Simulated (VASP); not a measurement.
Here is a VASP 6.6.1 calculation.

File INCAR:

```
SYSTEM = NaH
PREC = Accurate
ENCUT = 520
EDIFF = 1E-6
ISMEAR = 0
SIGMA = 0.01
LREAL = .False.
LASPH = .True.
NELM = 100
ALGO = Normal
ISIF = 2
LWAVE = .False.
LCHARG = .True.
GGA = PE
LELF = .True.
LVHAR = .True.
NBANDS = 11
```

KPOINTS

```
regular mesh
0
Gamma
  8 8 8
  0 0 0
```

Contents of POSCAR:

```
NaH
1.0
    0.0000000000      2.3731167360      2.3731167360
    2.3731167360      0.0000000000      2.3731167360
    2.3731167360      2.3731167360      0.0000000000
Na H
1 1
Direct
    0.0000000000      0.0000000000      0.0000000000
    0.5000000000      0.5000000000      0.5000000000
```

Potentials or basis: VASP PAW PBE potentials, release 64 (Na_pv, H).

Command:

```bash
$ cat potpaw_PBE.64/Na_pv/POTCAR potpaw_PBE.64/H/POTCAR > POTCAR
$ mpirun -np 1 vasp_std > vasp.out
```

**Question.** Estimate the band gap on the k mesh.

**Answer.** 3.85 eV, indirect (least direct gap 4.73 eV).

**Question.** Estimate the pressure.

**Answer.** 1.4 GPa.

A k mesh can miss the band edges. As with any semilocal functional, this PBE gap is likely too small.
